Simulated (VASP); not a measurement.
# Al in VASP: notebook, part 2 of 2

VASP 6.6.1.

## 4. Relaxation of the atoms, PBE

This run uses another cell than the first one, of 16.67 Å³/atom, 0.961 times its volume.

File INCAR:

```
SYSTEM = Al
ALGO = Fast
EDIFF = 1E-6
EDIFFG = -0.01
ENCUT = 520
GGA = PE
IBRION = 2
ISIF = 2
ISMEAR = -1
LASPH = .True.
LCHARG = .False.
LREAL = .False.
LWAVE = .False.
NELM = 80
NSW = 60
PREC = Accurate
SIGMA = 0.05
```

File KPOINTS:

```
k-points
0
Gamma
  11 11 6
  0 0 0
```

File POSCAR:

```
Al
1.0
    2.8124553515     -0.0140622768      0.0000000000
   -1.4184059646      2.4426889198      0.0000000000
    0.0000000000      0.0000000000      4.8668500000
Al
2
Direct
    0.3333333333      0.6666666667      0.2500000000
    0.6666666667      0.3333333333      0.7500000000
```

Potentials or basis: VASP PAW PBE potentials, release 64 (Al).

Command:

```console
cat potpaw_PBE.64/Al/POTCAR > POTCAR
mpirun -np 1 vasp_std > vasp.out
```

OUTCAR:

```text
SYSTEM = Al
   EDIFF = 1E-6
   EDIFFG = -0.01
   ENCUT = 520
   GGA = PE
   IBRION = 2
   ISIF = 2
   ISMEAR = -1
   LASPH = .True.
   LREAL = .False.
   NELM = 80
   NSW = 60
   PREC = Accurate

 ion  position               nearest neighbor table
   1  0.333  0.667  0.250-   2 2.92   2 2.92   2 2.93   2 2.93   2 2.93   2 2.93
   2  0.667  0.333  0.750-   1 2.92   1 2.92   1 2.93   1 2.93   1 2.93   1 2.93

  LATTYP: Found a simple monoclinic cell.
 ALAT       =     2.8002858897
 B/A-ratio  =     1.7379832602
 C/A-ratio  =     1.0043583469
 COS(beta)  =    -0.4934813925

  Lattice vectors:

 A1 = (   1.3940493869,   2.4286266430,   0.0000000000)
 A2 = (   0.0000000000,   0.0000000000,  -4.8668500000)
 A3 = (  -2.8124553515,   0.0140622768,   0.0000000000)

Analysis of symmetry for initial positions (statically):
=====================================================================
 Subroutine PRICEL returns:
 Original cell was already a primitive cell.

 Routine SETGRP: Setting up the symmetry group for a
 simple monoclinic supercell.

 Subroutine GETGRP returns: Found  4 space group operations
 (whereof  2 operations were pure point group operations)
 out of a pool of  4 trial point group operations.

The static configuration has the point symmetry S_2 .
 The point group associated with its full space group is C_2h.

Analysis of symmetry for dynamics (positions and initial velocities):
=====================================================================
 Subroutine PRICEL returns:
 Original cell was already a primitive cell.

 Routine SETGRP: Setting up the symmetry group for a
 simple monoclinic supercell.

 Subroutine GETGRP returns: Found  4 space group operations
 (whereof  2 operations were pure point group operations)
 out of a pool of  4 trial point group operations.

The dynamic configuration has the point symmetry S_2 .
 The point group associated with its full space group is C_2h.

 Subroutine INISYM returns: Found  4 space group operations
 (whereof  2 operations are pure point group operations),
 and found     1 'primitive' translations

----------------------------------------------------------------------------------------

                                     Primitive cell

  volume of cell :      33.3380

  direct lattice vectors                    reciprocal lattice vectors
     2.812455352 -0.014062277  0.000000000     0.356596532  0.207066337  0.000000000
    -1.418405965  2.442688920  0.000000000     0.002052885  0.410576974  0.000000000
     0.000000000  0.000000000  4.866850000     0.000000000  0.000000000  0.205471712

  length of vectors
     2.812490507  2.824642391  4.866850000     0.412356102  0.410582106  0.205471712

  position of ions in fractional coordinates (direct lattice)
     0.333333333  0.666666667  0.250000000
     0.666666667  0.333333333  0.750000000

  ion indices of the primitive-cell ions
   primitive index   ion index
                 1           1
                 2           2

----------------------------------------------------------------------------------------

 KPOINTS: k-points

Automatic generation of k-mesh.
 Grid dimensions read from file:
 generate k-points for:   11   11    6

 Generating k-lattice:

  Cartesian coordinates                     Fractional coordinates (reciprocal lattice)
     0.032417867  0.018824212  0.000000000     0.090909091 -0.000000000  0.000000000
     0.000186626  0.037325179  0.000000000    -0.000000000  0.090909091  0.000000000
     0.000000000  0.000000000  0.034245285     0.000000000  0.000000000  0.166666667

  Length of vectors
     0.037486918  0.037325646  0.034245285

  Shift w.r.t. Gamma in fractional coordinates (k-lattice)
     0.000000000  0.000000000  0.000000000

 Subroutine IBZKPT returns following result:
 ===========================================

 Found    244 irreducible k-points:

 Following reciprocal coordinates:
            Coordinates               Weight
  0.000000  0.000000  0.000000      1.000000
  0.090909 -0.000000  0.000000      2.000000
  0.181818  0.000000  0.000000      2.000000
  0.272727  0.000000  0.000000      2.000000
  0.363636  0.000000  0.000000      2.000000
  0.454545  0.000000  0.000000      2.000000
[... 16 lines left out ...]
  0.454545  0.181818  0.000000      2.000000
 -0.454545  0.181818  0.000000      2.000000
 [... further k-points ...]
   k-points           NKPTS =    244   k-points in BZ     NKDIM =    244   number of bands    NBANDS=      7
   number of dos      NEDOS =    301   number of ions     NIONS =      2
   total plane-waves  NPLWV =  20736
   dimension x,y,z NGX =    24 NGY =   24 NGZ =   36
   dimension x,y,z NGXF=    48 NGYF=   48 NGZF=   72
   ions per type =               2
   NGX,Y,Z   is equivalent  to a cutoff of  14.19, 14.13, 12.30 a.u.
   NGXF,Y,Z  is equivalent  to a cutoff of  28.37, 28.25, 24.59 a.u.
 SYSTEM =  Al
   PREC   = accura    normal or accurate (medium, high low for compatibility)
   ISTART =      0    job   : 0-new  1-cont  2-samecut
   ICHARG =      2    charge: 1-file 2-atom 10-const
   ISPIN  =      1    spin polarized calculation?
   LNONCOLLINEAR =      F non collinear calculations
   LSORBIT =      F    spin-orbit coupling
   LASPH  =      T    aspherical Exc in radial PAW
   ENCUT  =  520.0 eV  38.22 Ry    6.18 a.u.   5.23  5.25  9.05*2*pi/ulx,y,z
   NELM   =     80;   NELMIN=  2; NELMDL= -5     # of ELM steps
   EDIFF  = 0.1E-05   stopping-criterion for ELM
   LREAL  =      F    real-space projection
   EDIFFG = -.1E-01   stopping-criterion for IOM
   NSW    =     60    number of steps for IOM
   IBRION =      2    ionic relax: 0-MD 1-quasi-New 2-CG
   NFREE  =      1    steps in history (QN), initial steepest desc. (CG)
   ISIF   =      2    stress and relaxation
   ISYM   =      2    0-nonsym 1-usesym 2-fastsym
   POTIM  = 0.5000    time-step for ionic-motion
   TEBEG  =    0.0;   TEEND  =   0.0 temperature during run
   PSTRESS=    0.0 pullay stress
   NELECT =       6.0000    total number of electrons
   NUPDOWN=      -1.0000    fix difference up-down
   EMIN   =  10.00;   EMAX   =-10.00  energy-range for DOS
   EFERMI =   0.00;   METHOD = LEGACY
   ISMEAR =    -1;   SIGMA  =   0.05  broadening in eV -4-tet -1-fermi 0-gaus
   EFERMI_NEDOS =   21; number of points for ismear=-14 and -15
   IALGO  =     68    algorithm
   IMIX   =      4    mixing-type and parameters
     AMIX     =   0.40;   BMIX     =  1.00
     AMIX_MAG =   1.60;   BMIX_MAG =  1.00
  volume/ion in A,a.u.               =      16.67       112.49
  Fermi-wavevector in a.u.,A,eV,Ry     =   0.924298  1.746671 11.623834  0.854328
  Thomas-Fermi vector in A             =   2.050029
   LORBIT       =      0    0 simple, 1 ext, 2 COOP (PROOUT), +10 PAW based schemes
   GGA     = PE    functional components
   LHFCALC =     F    Hartree Fock is set to
   AEXX    =    0.0000 exact exchange contribution
   IVDW    =     0    specifies the selected vdW correction
   LEPSILON=     F    determine dielectric tensor
   LRPA    =     F    only Hartree local field effects (RPA)
 conjugate gradient relaxation of ions
 non-spin polarized calculation
 RMM-DIIS sequential band-by-band and
  energy-cutoff  :      520.00
  volume of cell :       33.34
 maximum number of plane-waves:       912
 NGX is ok and might be reduce to    24
   NGX = 11   NGY = 11   NGZ = 19

 number of electron       6.0000000 magnetization

 Free energy of the ion-electron system (eV)
  ---------------------------------------------------
  ext. energy  EPLUGINS =         0.00000000
  ---------------------------------------------------
  free energy    TOTEN  =        -7.43512941 eV

  energy without entropy =       -7.43037267  energy(sigma->0) =       -7.43275104

 E-fermi :   7.9167     XC(G=0): -10.1594

 val. band max:        7.9032736343   @ k =   0.2727   0.1818   0.3333
 cond. band min:       7.9450885324   @ k =  -0.4545   0.1818   0.3333
 fundamental gap:      0.0418148981
 Fermi energy:         7.9167495911

 k-point     1 :       0.0000    0.0000    0.0000
  band No.  band energies     occupation
      1      -3.1750      2.00000
      2       2.8257      2.00000
      3       3.0647      2.00000
      4      19.0308      0.00000
      5      19.2220      0.00000
      6      19.4130      0.00000
      7      19.4494      0.00000
[... 221 lines left out ...]
 k-point    24 :      -0.4545    0.1818    0.0000
  band No.  band energies     occupation
      1       0.6969      2.00000
      2       6.2623      2.00000
      3       6.7253      2.00000
      4       7.6321      1.99328
      5       9.3072      0.00000
      6      13.1411      0.00000
      7      13.2392      0.00000

 [... further k-points ...]
[... 5 lines left out ...]
  --------------------------------------------------------------------------------------
  -------------------------------------------------------------------------------------
  Total        0.3420367      0.3452157     -0.5939264      0.1059333      0.0000000      0.0000000
  in kB       16.4378219     16.5906017    -28.5433025      5.0910120      0.0000000      0.0000000
  external PRESSURE =       1.4950404 kB  Pullay stress =       0.0000000 kB

 VOLUME and BASIS-vectors are now :
 -----------------------------------------------------------------------------
  energy-cutoff  :      520.00
  volume of cell :       33.34
      direct lattice vectors                 reciprocal lattice vectors
     2.812455352 -0.014062277  0.000000000     0.356596532  0.207066337  0.000000000
    -1.418405965  2.442688920  0.000000000     0.002052885  0.410576974  0.000000000
     0.000000000  0.000000000  4.866850000     0.000000000  0.000000000  0.205471712

 POSITION                                       TOTAL-FORCE (eV/Angst)
 -----------------------------------------------------------------------------------
     -0.00812      1.62377      1.21671         0.001336     -0.000022     -0.000000
      1.40217      0.80485      3.65014        -0.001336      0.000022      0.000000
 -----------------------------------------------------------------------------------
    total drift:                                0.000000     -0.000000     -0.000000

  FREE ENERGIE OF THE ION-ELECTRON SYSTEM (eV)
  ---------------------------------------------------
  free  energy   TOTEN  =        -7.4351294064 eV

  energy  without entropy=       -7.4303726744  energy(sigma->0) =       -7.43275104

 reached required accuracy - stopping structural energy minimisation
```

Wall time 44 s (1 thread of AMD EPYC 7R43 (Zen 3), shared host); peak memory 0.15 GiB.

What came out:

```
Free energy             : -7.4351 eV
Pressure after relaxing : 0.1 GPa
Band gap on the k mesh  : zero (band 3 reaches 11.37 eV, above the bottom of band 4 at 4.90 eV)
```

Final structure:
```
CELL_PARAMETERS angstrom
2.81246 -0.01406 0.00000
-1.41841 2.44269 0.00000
0.00000 0.00000 4.86685
ATOMIC_POSITIONS crystal
Al 0.33333 0.66667 0.25000
Al 0.66667 0.33333 0.75000
```

Levels at points of the mesh, in eV from the Fermi level:
```csv
k point,band 1,band 2,band 3,band 4,band 5,band 6,band 7
"(0.00, 0.00, 0.00)",-11.09,-5.09,-4.85,11.11,11.31,11.50,11.53
"(0.00, 0.00, 0.50)",-9.54,-9.54,2.36,2.36,12.32,12.43,12.59
```

Caveat: the relaxation stopped at its first step, so nothing moved.

## 5. Overview

| task | level | cell | cutoff (eV) | gap on the mesh (eV) | pressure (GPa) |
| --- | --- | --- | --- | --- | --- |
| single point | PBEsol | a = 2.869, b = 2.869, c = 4.867 Å, angles 90.0, 90.0, 120.0°, 2 atoms | 500 | none | -4.2 |
| single point | PBEsol | a = 2.925, b = 2.925, c = 4.867 Å, angles 90.0, 90.0, 120.0°, 2 atoms | 500 | none | -6.4 |
| relaxation of the atoms | PBE | atoms relaxed from a = 2.812, b = 2.825, c = 4.867 Å, angles 90.0, 90.0, 120.4°, 2 atoms | 520 | none | 0.1 |

Alike in all rows: potentials or basis VASP PAW PBE potentials, release 64 (Al); no spin polarisation; k mesh 11 × 11 × 6; smearing fermi-dirac 0.05 eV.

Caveats: the PAW data sets were made with another functional, which shifts forces and pressure a little (some runs); the relaxation stopped at its first step, so nothing moved (some runs).

Total energies depend on the potentials used, so only differences within one code and one set of settings carry meaning.
